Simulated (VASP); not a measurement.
A run of VASP 6.6.1:

Contents of INCAR:

```
PREC = Accurate
ENCUT = 520
EDIFF = 1E-6
ISMEAR = 0
SIGMA = 0.15
LREAL = False
LASPH = True
NELM = 100
ALGO = Fast
ISIF = 2
LWAVE = False
LCHARG = True
GGA = PS
LELF = True
LVHAR = True
NBANDS = 21
```

Contents of KPOINTS:

```
Automatic mesh
0
Gamma
  24 24 14
```

POSCAR

```
Ru
1.0
    2.6895239993      0.0000000000      0.0000000000
   -1.3447619996      2.3291961075      0.0000000000
    0.0000000000      0.0000000000      4.1243633241
Ru
2
Direct
    0.3333333333      0.6666666667      0.2500000000
    0.6666666667      0.3333333333      0.7500000000
```

Potentials or basis: VASP PAW PBE potentials, release 64 (Ru_pv).

Launch:

```console
$ cat potpaw_PBE.64/Ru_pv/POTCAR > POTCAR
$ mpirun -np 1 vasp_std > vasp.out
```

Hardware: 1 thread of Intel(R) Xeon(R) Platinum 8259CL CPU @ 2.50GHz (Skylake/Cascade Lake), with other jobs on the host.

How long does it take, and how much memory?

Run time: 4 min on 1 thread of Intel(R) Xeon(R) Platinum 8259CL CPU @ 2.50GHz (Skylake/Cascade Lake), on a shared host, peak memory 0.3 GiB. Counts: scf iterations 13, k points 488.
